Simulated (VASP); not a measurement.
BN: single point with PBE

Crystal: BN.

```
CELL_PARAMETERS angstrom
0.00000 1.80019 1.80019
1.80019 0.00000 1.80019
1.80019 1.80019 0.00000
ATOMIC_POSITIONS crystal
B 0.00000 0.00000 0.00000
N 0.25000 0.25000 0.25000
```

| Quantity | Value |
| --- | --- |
| Program | VASP 6.6.1 |
| Task | single point |
| Functional | PBE |
| Potentials or basis | VASP PAW PBE potentials, release 64 (B, N) |
| Cutoff | 600 eV |
| k mesh | 12 × 12 × 12 |
| Occupations | gaussian, width 0.01 eV |
| Spin | no spin polarisation |
| Dipole correction | no |
| Further INCAR settings | ALGO = Normal; EDIFF = 1e-06; NBANDS = 11 |

The pressure is 7.8 GPa. The band gap on the k mesh is 4.47 eV (least direct gap 8.88 eV).

Levels at points of the mesh, in eV from the valence-band top:
```
           k point  band 1  band 2  band 3  band 4  band 5  band 6  band 7  band 8
(0.00, 0.00, 0.00)  -20.37    0.00    0.00    0.00    8.88    8.88    8.88   10.55
(0.50, 0.00, 0.00)  -16.09  -10.80   -1.96   -1.96   10.30   10.77   10.77   15.38
(0.50, 0.50, 0.00)  -14.71   -9.00   -4.96   -4.96    4.47    9.30   18.11   18.11
```

It took 16 s on 1 thread of Intel Xeon 8259CL, on a shared host, peak memory 0.12 GiB.

Caveat: the cell stands under pressure. A k mesh can miss the band edges.
